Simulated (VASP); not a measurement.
# TiN (Fm-3m) in VASP: further runs

Aim: see how the results for TiN move with the level of theory and the settings. Levels: PBE, r2SCAN. Tasks: single point.

Everything below comes from runs of VASP 6.6.1. Logs are shortened: lines on timing, memory, paths and dates and some standing lists are left out, and cuts for length are marked.

## (1) The cell of the first run

Symmetry: Fm-3m, No. 225, cubic system. The conventional cell has a = 4.248 Å, b = 4.248 Å, c = 4.248 Å, α = 90.00°, β = 90.00°, γ = 90.00°. Within 2.8 Å of Ti (site symmetry m-3m) lie 6 N at 2.12 Å. Within 2.8 Å of N (site symmetry m-3m) lie 6 Ti at 2.12 Å.

## (2) Single point, PBE, collinear spin, ferromagnetic start

The input, INCAR:

```
ALGO = Normal
EDIFF = 1E-6
ENCUT = 520
GGA = PE
ISIF = 2
ISMEAR = 0
ISPIN = 2
LASPH = T
LCHARG = F
LMAXMIX = 4
LORBIT = 11
LREAL = F
LWAVE = F
MAGMOM = 0.07 0
NBANDS = 20
NELM = 150
PREC = Accurate
SIGMA = 0.05
```

The input, KPOINTS:

```
k-points
0
Gamma
  8 8 8
```

The input, POSCAR:

```
TiN
1.0
    0.0000000000      2.1237717406      2.1237717406
    2.1237717406      0.0000000000      2.1237717406
    2.1237717406      2.1237717406      0.0000000000
Ti N
1 1
Direct
    0.5000000000      0.5000000000      0.5000000000
    0.0000000000      0.0000000000      0.0000000000
```

Potentials or basis: VASP PAW PBE potentials, release 64 (Ti_sv, N).

Launch:

```bash
$ cat potpaw_PBE.64/Ti_sv/POTCAR potpaw_PBE.64/N/POTCAR > POTCAR
$ mpirun -np 1 vasp_std > vasp.out
```

OUTCAR:

```text
EDIFF = 1E-6
   ENCUT = 520
   GGA = PE
   ISIF = 2
   ISMEAR = 0
   ISPIN = 2
   LASPH = T
   LORBIT = 11
   LREAL = F
   NELM = 150
   PREC = Accurate

 ion  position               nearest neighbor table
   1  0.500  0.500  0.500-   2 2.12   2 2.12   2 2.12   2 2.12   2 2.12   2 2.12
   2  0.000  0.000  0.000-   1 2.12   1 2.12   1 2.12   1 2.12   1 2.12   1 2.12

  LATTYP: Found a face centered cubic cell.
 ALAT       =     4.2475434812

  Lattice vectors:

 A1 = (   0.0000000000,   2.1237717406,   2.1237717406)
 A2 = (   2.1237717406,   0.0000000000,   2.1237717406)
 A3 = (   2.1237717406,   2.1237717406,   0.0000000000)

Analysis of symmetry for initial positions (statically):
=====================================================================
 Subroutine PRICEL returns:
 Original cell was already a primitive cell.

 Routine SETGRP: Setting up the symmetry group for a
 face centered cubic supercell.

 Subroutine GETGRP returns: Found 48 space group operations
 (whereof 48 operations were pure point group operations)
 out of a pool of 48 trial point group operations.

The static configuration has the point symmetry O_h .

Analysis of symmetry for dynamics (positions and initial velocities):
=====================================================================
 Subroutine PRICEL returns:
 Original cell was already a primitive cell.

 Routine SETGRP: Setting up the symmetry group for a
 face centered cubic supercell.

 Subroutine GETGRP returns: Found 48 space group operations
 (whereof 48 operations were pure point group operations)
 out of a pool of 48 trial point group operations.

The dynamic configuration has the point symmetry O_h .

Analysis of structural, dynamic, and magnetic symmetry:
=====================================================================
 Subroutine PRICEL returns:
 Original cell was already a primitive cell.

 Routine SETGRP: Setting up the symmetry group for a
 face centered cubic supercell.

 Subroutine GETGRP returns: Found 48 space group operations
 (whereof 48 operations were pure point group operations)
 out of a pool of 48 trial point group operations.

The overall configuration has the point symmetry O_h .

 Subroutine INISYM returns: Found 48 space group operations
 (whereof 48 operations are pure point group operations),
 and found     1 'primitive' translations
[... 107 lines left out ...]
   NUPDOWN=      -1.0000    fix difference up-down
   EMIN   =  10.00;   EMAX   =-10.00  energy-range for DOS
   EFERMI =   0.00;   METHOD = LEGACY
   ISMEAR =     0;   SIGMA  =   0.05  broadening in eV -4-tet -1-fermi 0-gaus
   EFERMI_NEDOS =   21; number of points for ismear=-14 and -15
   IALGO  =     38    algorithm
   IMIX   =      4    mixing-type and parameters
     AMIX     =   0.40;   BMIX     =  1.00
     AMIX_MAG =   1.60;   BMIX_MAG =  1.00
  volume/ion in A,a.u.               =       9.58        64.64
  Fermi-wavevector in a.u.,A,eV,Ry     =   1.573161  2.972844 33.672202  2.474837
  Thomas-Fermi vector in A             =   2.674487
   LORBIT       =     11    0 simple, 1 ext, 2 COOP (PROOUT), +10 PAW based schemes
   GGA     = PE    functional components
   LHFCALC =     F    Hartree Fock is set to
   AEXX    =    0.0000 exact exchange contribution
   IVDW    =     0    specifies the selected vdW correction
   LEPSILON=     F    determine dielectric tensor
   LRPA    =     F    only Hartree local field effects (RPA)
 spin polarized calculation
 Gauss-broadening in eV      SIGMA  =   0.05
  energy-cutoff  :      520.00
  volume of cell :       19.16
 maximum number of plane-waves:       534
 NGX is ok and might be reduce to    24
   NGX = 11   NGY = 11   NGZ = 11

 number of electron      17.0000002 magnetization       0.0992208

 Free energy of the ion-electron system (eV)
  ---------------------------------------------------
  ext. energy  EPLUGINS =         0.00000000
  ---------------------------------------------------
  free energy    TOTEN  =       -19.62393766 eV

  energy without entropy =      -19.62138974  energy(sigma->0) =      -19.62266370

 E-fermi :  11.4129     XC(G=0): -12.9967

 val. band max:       11.4094704498   @ k =   0.1250   0.0000   0.0000
 cond. band min:      11.4503024023   @ k =   0.3750   0.1250   0.0000
 fundamental gap:      0.0408319525
 Fermi energy:        11.4128887113

 spin component 1

 k-point     1 :       0.0000    0.0000    0.0000
  band No.  band energies     occupation
      1     -46.5076      1.00000
      2     -22.4908      1.00000
      3     -22.4908      1.00000
      4     -22.4908      1.00000
      5      -5.7019      1.00000
      6       9.3384      1.00000
[... 541 lines left out ...]
     19      34.5699      0.00000
     20      38.6328      0.00000

 [... further k-points ...]

 spin component 2

 k-point     1 :       0.0000    0.0000    0.0000
  band No.  band energies     occupation
      1     -46.4377      1.00000
      2     -22.4206      1.00000
      3     -22.4206      1.00000
      4     -22.4206      1.00000
      5      -5.6750      1.00000
      6       9.3578      1.00000
[... 541 lines left out ...]
     19      34.6205      0.00000
     20      38.6741      0.00000

 [... further k-points ...]
[... 5 lines left out ...]
  --------------------------------------------------------------------------------------
  -------------------------------------------------------------------------------------
  Total        0.0636382      0.0636382      0.0636382      0.0000000     -0.0000000      0.0000000
  in kB        5.3219973      5.3219973      5.3219973      0.0000000     -0.0000000      0.0000000
  external PRESSURE =       5.3219973 kB  Pullay stress =       0.0000000 kB

 VOLUME and BASIS-vectors are now :
 -----------------------------------------------------------------------------
  energy-cutoff  :      520.00
  volume of cell :       19.16
      direct lattice vectors                 reciprocal lattice vectors
     0.000000000  2.123771741  2.123771741    -0.235430197  0.235430197  0.235430197
     2.123771741  0.000000000  2.123771741     0.235430197 -0.235430197  0.235430197
     2.123771741  2.123771741  0.000000000     0.235430197  0.235430197 -0.235430197

 POSITION                                       TOTAL-FORCE (eV/Angst)
 -----------------------------------------------------------------------------------
      2.12377      2.12377      2.12377        -0.000000     -0.000000     -0.000000
      0.00000      0.00000      0.00000         0.000000      0.000000      0.000000
 -----------------------------------------------------------------------------------
    total drift:                                0.000000     -0.000000      0.000000

  FREE ENERGIE OF THE ION-ELECTRON SYSTEM (eV)
  ---------------------------------------------------
  free  energy   TOTEN  =       -19.6239376641 eV

  energy  without entropy=      -19.6213897439  energy(sigma->0) =      -19.62266370

 total charge

# of ion       s       p       d       tot
------------------------------------------
    1        2.182   6.225   1.968  10.376
    2        1.247   2.504   0.000   3.751
--------------------------------------------------
tot          3.429   8.729   1.968  14.126

 magnetization (x)

# of ion       s       p       d       tot
------------------------------------------
    1        0.001   0.001   0.070   0.071
    2        0.000   0.008   0.000   0.009
--------------------------------------------------
tot          0.001   0.009   0.070   0.080
```

stdout:

```text
POSCAR found type information on POSCAR TiN
 POSCAR found :  2 types and       2 ions
 scaLAPACK will be used
 LDA part: xc-table for (Slater+PW92), standard interpolation
 POSCAR, INCAR and KPOINTS ok, starting setup
 FFT: planning ... GRIDC
 FFT: planning ... GRID_SOFT
 FFT: planning ... GRID
 WAVECAR not read
 entering main loop
```

Wall time 27 s (1 thread of AMD EPYC 9R45 (Zen 5), shared host); peak memory 0.13 GiB.

What came out:

| Item | Value |
| --- | --- |
| Free energy | -19.6239 eV |
| Pressure | 0.5 GPa |
| Net moment | 0.10 μB per cell |
| Site moments | Ti +0.07; N +0.01 μB |
| Valence electrons inside the program's atomic spheres | Ti 10.38; N 3.75 |

## (3) Single point, PBE, collinear spin, ferromagnetic start

This run uses another cell than the first one, of 9.98 Å³/atom, 1.042 times its volume.

Edit INCAR of step 2 so:

```diff
@@ -8,3 +8,4 @@
 LASPH = T
-LCHARG = F
+LCHARG = T
+LELF = T
 LMAXMIX = 4
@@ -12,4 +13,5 @@
 LREAL = F
+LVHAR = T
 LWAVE = F
-MAGMOM = 0.07 0
+MAGMOM = 0.08 0
 NBANDS = 20
```

KPOINTS is that of step 2.

The input, POSCAR:

```
TiN
1.0
    0.0000000000      2.1530413277      2.1530413277
    2.1530413277      0.0000000000      2.1530413277
    2.1530413277      2.1530413277      0.0000000000
Ti N
1 1
Direct
    0.5000000000      0.5000000000      0.5000000000
    0.0000000000      0.0000000000      0.0000000000
```

Potentials or basis: VASP PAW PBE potentials, release 64 (Ti_sv, N).

Launch:

```bash
$ cat potpaw_PBE.64/Ti_sv/POTCAR potpaw_PBE.64/N/POTCAR > POTCAR
$ mpirun -np 1 vasp_std > vasp.out
```

It took 19 s on 1 thread of AMD EPYC 9R45 (Zen 5), shared host; peak memory 0.13 GiB.

Results (log left out):

```yaml
Free_energy: -19.6002 eV
Pressure: -9.9 GPa
Net_moment: 0.10 μB per cell
Site_moments: Ti +0.07; N +0.01 μB
Valence_electrons_inside_the_program's_atomic_spheres: Ti 10.30; N 3.72
```

Levels at points of the mesh, in eV from the Fermi level:
Spin up:
```tsv
k point	band 6	band 7	band 8	band 9	band 10	band 11	band 12	band 13
(0.00, 0.00, 0.00)	-2.01	-2.01	-2.01	-0.63	-0.63	-0.63	0.51	0.51
(0.50, 0.00, 0.00)	-7.83	-5.27	-5.27	1.51	1.51	2.13	5.35	5.35
(0.50, 0.50, 0.00)	-5.75	-3.19	-3.19	-2.92	1.50	2.16	2.16	3.25
```
Spin down:
```tsv
k point	band 7	band 8	band 9	band 10	band 11	band 12
(0.00, 0.00, 0.00)	-1.99	-1.99	-0.54	-0.54	-0.54	0.55
(0.50, 0.00, 0.00)	-5.24	-5.24	1.59	1.59	2.21	5.39
(0.50, 0.50, 0.00)	-3.17	-3.17	-2.84	1.53	2.25	2.25
```

[end of part 1 of 2]
